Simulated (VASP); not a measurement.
# SnPb2O3 (P-4m2) in VASP: notebook

The runs below take SnPb2O3 through single point, relaxation of cell and atoms, with PBE.

Program: VASP 6.6.1. These are calculated values, not measurements. Logs are shortened: lines on timing, memory, paths and dates and some standing lists are left out, and cuts for length are marked.

## 1. The cell of the first run

The structure is tetragonal, space group P-4m2 (No. 115). The conventional cell has a = 3.467 Å, b = 3.467 Å, c = 9.716 Å, α = 90.00°, β = 90.00°, γ = 90.00°. Within 3.2 Å of Sn (site symmetry -4m2) lie 4 O at 2.45 Å. Within 3.0 Å of Pb (site symmetry 2mm) lie 5 O at 2.28 to 2.52 Å. O (site symmetry 2mm) has 5 Pb at 2.28 to 2.52 Å and 4 O at 2.99 Å within 3.0 Å. Within 3.2 Å of O (site symmetry -4m2) lie 4 Sn at 2.45 Å.

The cell was generated, and may not be a known phase.

## 2. Single point, PBE

Input file INCAR:

```
  PREC = Accurate
  ENCUT = 520
  EDIFF = 1E-6
  ISMEAR = 0
  SIGMA = 0.1
  LREAL = F
  LASPH = T
  NELM = 100
  ALGO = Normal
  ISIF = 2
  LWAVE = F
  LCHARG = F
  GGA = PE
  NBANDS = 39
```

Input file KPOINTS:

```
Automatic mesh
0
Gamma
  6 6 2
```

Input file POSCAR:

```
SnPb2O3
1.0
    3.4674567361      0.0000000000      0.0000000000
    0.0000000000      3.4674567361      0.0000000000
    0.0000000000      0.0000000000      9.7160666234
Sn Pb O
1 2 3
Direct
    0.0000000000      0.0000000000      0.0000000000
    0.0000000000      0.5000000000      0.6460861913
    0.5000000000      0.0000000000      0.3539138087
    0.0000000000      0.5000000000      0.4116943321
    0.5000000000      0.0000000000      0.5883056679
    0.5000000000      0.5000000000      0.0000000000
```

Potentials or basis: VASP PAW PBE potentials, release 64 (Sn_d, Pb_d, O).

Launch:

```bash
cat potpaw_PBE.64/Sn_d/POTCAR potpaw_PBE.64/Pb_d/POTCAR potpaw_PBE.64/O/POTCAR > POTCAR
mpirun -np 1 vasp_std > vasp.out
```

OUTCAR:

```text
PREC = Accurate
   ENCUT = 520
   EDIFF = 1E-6
   ISMEAR = 0
   LREAL = F
   LASPH = T
   NELM = 100
   ISIF = 2
   GGA = PE

 ion  position               nearest neighbor table
   1  0.000  0.000  0.000-   6 2.45   6 2.45   6 2.45   6 2.45   3 3.85   3 3.85   2 3.85   2 3.85

   2  0.000  0.500  0.646-   4 2.28   5 2.52   5 2.52   5 2.52   5 2.52   3 3.75   3 3.75   3 3.75
                             3 3.75   1 3.85   1 3.85
   3  0.500  0.000  0.354-   5 2.28   4 2.52   4 2.52   4 2.52   4 2.52   2 3.75   2 3.75   2 3.75
                             2 3.75   1 3.85   1 3.85
   4  0.000  0.500  0.412-   2 2.28   3 2.52   3 2.52   3 2.52   3 2.52
   5  0.500  0.000  0.588-   3 2.28   2 2.52   2 2.52   2 2.52   2 2.52
   6  0.500  0.500  0.000-   1 2.45   1 2.45   1 2.45   1 2.45

  LATTYP: Found a simple tetragonal cell.
 ALAT       =     3.4674567361
 C/A-ratio  =     2.8020729205

  Lattice vectors:

 A1 = (   3.4674567361,   0.0000000000,   0.0000000000)
 A2 = (   0.0000000000,   3.4674567361,   0.0000000000)
 A3 = (   0.0000000000,   0.0000000000,   9.7160666234)

Analysis of symmetry for initial positions (statically):
=====================================================================
 Subroutine PRICEL returns:
 Original cell was already a primitive cell.

 Routine SETGRP: Setting up the symmetry group for a
 simple tetragonal supercell.

 Subroutine GETGRP returns: Found  8 space group operations
 (whereof  8 operations were pure point group operations)
 out of a pool of 16 trial point group operations.

The static configuration has the point symmetry D_2d.

Analysis of symmetry for dynamics (positions and initial velocities):
=====================================================================
 Subroutine PRICEL returns:
 Original cell was already a primitive cell.

 Routine SETGRP: Setting up the symmetry group for a
 simple tetragonal supercell.

 Subroutine GETGRP returns: Found  8 space group operations
 (whereof  8 operations were pure point group operations)
 out of a pool of 16 trial point group operations.

The dynamic configuration has the point symmetry D_2d.

 Subroutine INISYM returns: Found  8 space group operations
 (whereof  8 operations are pure point group operations),
 and found     1 'primitive' translations

----------------------------------------------------------------------------------------

                                     Primitive cell

  volume of cell :     116.8188

  direct lattice vectors                    reciprocal lattice vectors
     3.467456736  0.000000000  0.000000000     0.288395812  0.000000000  0.000000000
     0.000000000  3.467456736  0.000000000     0.000000000  0.288395812  0.000000000
     0.000000000  0.000000000  9.716066623     0.000000000  0.000000000  0.102922308

  length of vectors
     3.467456736  3.467456736  9.716066623     0.288395812  0.288395812  0.102922308

  position of ions in fractional coordinates (direct lattice)
     0.000000000  0.000000000  0.000000000
     0.000000000  0.500000000  0.646086191
     0.500000000  0.000000000  0.353913809
     0.000000000  0.500000000  0.411694332
     0.500000000  0.000000000  0.588305668
     0.500000000  0.500000000  0.000000000

  ion indices of the primitive-cell ions
   primitive index   ion index
                 1           1
                 2           2
                 3           3
                 4           4
                 5           5
                 6           6

----------------------------------------------------------------------------------------

 KPOINTS: Automatic mesh

Automatic generation of k-mesh.
 Grid dimensions read from file:
 generate k-points for:    6    6    2

 Generating k-lattice:

  Cartesian coordinates                     Fractional coordinates (reciprocal lattice)
     0.048065969  0.000000000  0.000000000     0.166666667  0.000000000  0.000000000
     0.000000000  0.048065969  0.000000000     0.000000000  0.166666667  0.000000000
     0.000000000  0.000000000  0.051461154     0.000000000  0.000000000  0.500000000

  Length of vectors
     0.048065969  0.048065969  0.051461154

  Shift w.r.t. Gamma in fractional coordinates (k-lattice)
     0.000000000  0.000000000  0.000000000

 Subroutine IBZKPT returns following result:
 ===========================================

 Found     20 irreducible k-points:

 Following reciprocal coordinates:
            Coordinates               Weight
  0.000000  0.000000  0.000000      1.000000
  0.166667  0.000000  0.000000      4.000000
  0.333333  0.000000  0.000000      4.000000
  0.500000  0.000000  0.000000      2.000000
  0.166667  0.166667  0.000000      4.000000
  0.333333  0.166667  0.000000      8.000000
[... 12 lines left out ...]
  0.500000  0.333333  0.500000      4.000000
  0.500000  0.500000  0.500000      1.000000
   k-points           NKPTS =     20   k-points in BZ     NKDIM =     20   number of bands    NBANDS=     39
   number of dos      NEDOS =    301   number of ions     NIONS =      6
   total plane-waves  NPLWV =  56448
   dimension x,y,z NGX =    28 NGY =   28 NGZ =   72
   dimension x,y,z NGXF=    56 NGYF=   56 NGZF=  144
   ions per type =               1   2   3
   NGX,Y,Z   is equivalent  to a cutoff of  13.42, 13.42, 12.32 a.u.
   NGXF,Y,Z  is equivalent  to a cutoff of  26.85, 26.85, 24.64 a.u.
 SYSTEM =  unknown system
   PREC   = accura    normal or accurate (medium, high low for compatibility)
   ISTART =      0    job   : 0-new  1-cont  2-samecut
   ICHARG =      2    charge: 1-file 2-atom 10-const
   ISPIN  =      1    spin polarized calculation?
   LNONCOLLINEAR =      F non collinear calculations
   LSORBIT =      F    spin-orbit coupling
   LASPH  =      T    aspherical Exc in radial PAW
   ENCUT  =  520.0 eV  38.22 Ry    6.18 a.u.   6.45  6.45 18.07*2*pi/ulx,y,z
   NELM   =    100;   NELMIN=  2; NELMDL= -5     # of ELM steps
   EDIFF  = 0.1E-05   stopping-criterion for ELM
   LREAL  =      F    real-space projection
   EDIFFG = 0.1E-04   stopping-criterion for IOM
   NSW    =      0    number of steps for IOM
   IBRION =     -1    ionic relax: 0-MD 1-quasi-New 2-CG
   NFREE  =      0    steps in history (QN), initial steepest desc. (CG)
   ISIF   =      2    stress and relaxation
   ISYM   =      2    0-nonsym 1-usesym 2-fastsym
   POTIM  = 0.5000    time-step for ionic-motion
   TEBEG  =    0.0;   TEEND  =   0.0 temperature during run
   PSTRESS=    0.0 pullay stress
   NELECT =      60.0000    total number of electrons
   NUPDOWN=      -1.0000    fix difference up-down
   EMIN   =  10.00;   EMAX   =-10.00  energy-range for DOS
   EFERMI =   0.00;   METHOD = LEGACY
   ISMEAR =     0;   SIGMA  =   0.10  broadening in eV -4-tet -1-fermi 0-gaus
   EFERMI_NEDOS =   21; number of points for ismear=-14 and -15
   IALGO  =     38    algorithm
   IMIX   =      4    mixing-type and parameters
     AMIX     =   0.40;   BMIX     =  1.00
     AMIX_MAG =   1.60;   BMIX_MAG =  1.00
  volume/ion in A,a.u.               =      19.47       131.39
  Fermi-wavevector in a.u.,A,eV,Ry     =   1.311055  2.477536 23.386596  1.718866
  Thomas-Fermi vector in A             =   2.441543
   LORBIT       =      0    0 simple, 1 ext, 2 COOP (PROOUT), +10 PAW based schemes
   GGA     = PE    functional components
   LHFCALC =     F    Hartree Fock is set to
   AEXX    =    0.0000 exact exchange contribution
   IVDW    =     0    specifies the selected vdW correction
   LEPSILON=     F    determine dielectric tensor
   LRPA    =     F    only Hartree local field effects (RPA)
 non-spin polarized calculation
 Gauss-broadening in eV      SIGMA  =   0.10
  energy-cutoff  :      520.00
  volume of cell :      116.82
 maximum number of plane-waves:      3188
 NGX is ok and might be reduce to    28
   NGX = 13   NGY = 13   NGZ = 37

 number of electron      59.9999987 magnetization

 Free energy of the ion-electron system (eV)
  ---------------------------------------------------
  ext. energy  EPLUGINS =         0.00000000
  ---------------------------------------------------
  free energy    TOTEN  =       -31.28565377 eV

  energy without entropy =      -31.28220592  energy(sigma->0) =      -31.28392985

 E-fermi :   5.9465     XC(G=0):  -9.9449

 val. band max:        5.8731450031   @ k =   0.5000   0.0000   0.0000
 cond. band min:       6.0237586156   @ k =   0.5000   0.1667   0.0000
 fundamental gap:      0.1506136125
 Fermi energy:         5.9464919709

 k-point     1 :       0.0000    0.0000    0.0000
  band No.  band energies     occupation
      1     -15.9192      2.00000
      2     -15.7679      2.00000
      3     -15.7679      2.00000
      4     -15.7559      2.00000
      5     -15.6068      2.00000
      6     -12.8451      2.00000
[... 31 lines left out ...]
     38      13.4157      0.00000
     39      13.6092      0.00000

 k-point     2 :       0.1667    0.0000    0.0000
  band No.  band energies     occupation
      1     -15.8984      2.00000
      2     -15.7768      2.00000
      3     -15.7671      2.00000
      4     -15.7361      2.00000
      5     -15.6201      2.00000
      6     -12.7277      2.00000
[... 31 lines left out ...]
     38      12.7422      0.00000
     39      13.9242      0.00000

 k-point     3 :       0.3333    0.0000    0.0000
  band No.  band energies     occupation
      1     -15.8622      2.00000
      2     -15.7945      2.00000
      3     -15.7657      2.00000
      4     -15.6908      2.00000
      5     -15.6465      2.00000
      6     -12.4732      2.00000
[... 31 lines left out ...]
     38      12.3409      0.00000
     39      13.0723      0.00000

 k-point     4 :       0.5000    0.0000    0.0000
  band No.  band energies     occupation
      1     -15.8466      2.00000
      2     -15.8033      2.00000
      3     -15.7649      2.00000
      4     -15.6658      2.00000
      5     -15.6597      2.00000
      6     -12.3067      2.00000
[... 31 lines left out ...]
     38      12.3672      0.00000
     39      12.4330      0.00000
[... 586 lines left out ...]
     38      11.4205      0.00000
     39      11.9228      0.00000

 k-point    19 :       0.5000    0.3333    0.5000
  band No.  band energies     occupation
      1     -15.8091      2.00000
      2     -15.8079      2.00000
      3     -15.7990      2.00000
      4     -15.7895      2.00000
      5     -15.6148      2.00000
      6     -12.5900      2.00000
[... 31 lines left out ...]
     38      11.4242      0.00000
     39      12.0566      0.00000

 k-point    20 :       0.5000    0.5000    0.5000
  band No.  band energies     occupation
      1     -15.8551      2.00000
      2     -15.7987      2.00000
      3     -15.7976      2.00000
      4     -15.7976      2.00000
      5     -15.5940      2.00000
      6     -12.6679      2.00000
[... 31 lines left out ...]
     38      11.4327      0.00000
     39      11.4327      0.00000

------------------------ aborting loop because EDIFF is reached ----------------------------------------

  FORCE on cell =-STRESS in cart. coord.  units (eV):
  Direction    XX          YY          ZZ          XY          YZ          ZX
  --------------------------------------------------------------------------------------
  -------------------------------------------------------------------------------------
  Total        0.0493418      0.0493418      0.1721502      0.0000000      0.0000000     -0.0000000
  in kB        0.6767264      0.6767264      2.3610518      0.0000000      0.0000000     -0.0000000
  external PRESSURE =       1.2381682 kB  Pullay stress =       0.0000000 kB

 VOLUME and BASIS-vectors are now :
 -----------------------------------------------------------------------------
  energy-cutoff  :      520.00
  volume of cell :      116.82
      direct lattice vectors                 reciprocal lattice vectors
     3.467456736  0.000000000  0.000000000     0.288395812  0.000000000  0.000000000
     0.000000000  3.467456736  0.000000000     0.000000000  0.288395812  0.000000000
     0.000000000  0.000000000  9.716066623     0.000000000  0.000000000  0.102922308

 POSITION                                       TOTAL-FORCE (eV/Angst)
 -----------------------------------------------------------------------------------
      0.00000      0.00000      0.00000         0.000000      0.000000      0.000000
      0.00000      1.73373      6.27742        -0.000000      0.000000      0.071906
      1.73373      0.00000      3.43865        -0.000000      0.000000     -0.071906
      0.00000      1.73373      4.00005         0.000000      0.000000      0.010731
      1.73373      0.00000      5.71602        -0.000000      0.000000     -0.010731
      1.73373      1.73373      0.00000        -0.000000     -0.000000      0.000000
 -----------------------------------------------------------------------------------
    total drift:                                0.000000      0.000000      0.000000

  FREE ENERGIE OF THE ION-ELECTRON SYSTEM (eV)
  ---------------------------------------------------
  free  energy   TOTEN  =       -31.2856537742 eV

  energy  without entropy=      -31.2822059211  energy(sigma->0) =      -31.28392985
```

Run time: 64 s. Hardware: 1 thread of Intel Xeon Platinum 8488C (Sapphire Rapids), shared host; peak memory 0.27 GiB.

Results:

```
Free energy            : -31.2857 eV
Pressure               : 0.1 GPa
Largest force          : 0.072 eV/Å
Band gap on the k mesh : 0.15 eV (least direct gap 0.65 eV)
```

Forces on the atoms (eV/Å):
```
Sn   0.000  0.000  0.000
Pb   0.000  0.000  0.072
Pb   0.000  0.000 -0.072
O    0.000  0.000  0.011
O    0.000  0.000 -0.011
O    0.000  0.000  0.000
```

Levels at points of the mesh, in eV from the valence-band top:
```
           k point  band 28  band 29  band 30  band 31  band 32  band 33
(0.00, 0.00, 0.00)    -2.68    -2.68    -1.12     1.01     3.20     4.88
(0.50, 0.00, 0.00)    -1.88    -1.34     0.00     0.65     0.82     1.59
(0.50, 0.50, 0.00)    -2.44    -2.44    -2.22     1.21     3.69     4.00
(0.00, 0.00, 0.50)    -2.68    -2.68    -1.17     1.23     2.48     5.00
(0.50, 0.00, 0.50)    -1.64    -1.49    -0.01     0.72     0.72     1.70
(0.50, 0.50, 0.50)    -2.47    -2.47    -2.23     1.26     3.51     3.53
```

Caveat: spin-orbit coupling is left out, which moves the levels of the heavy elements.

(Continued in part 2 of 2.)
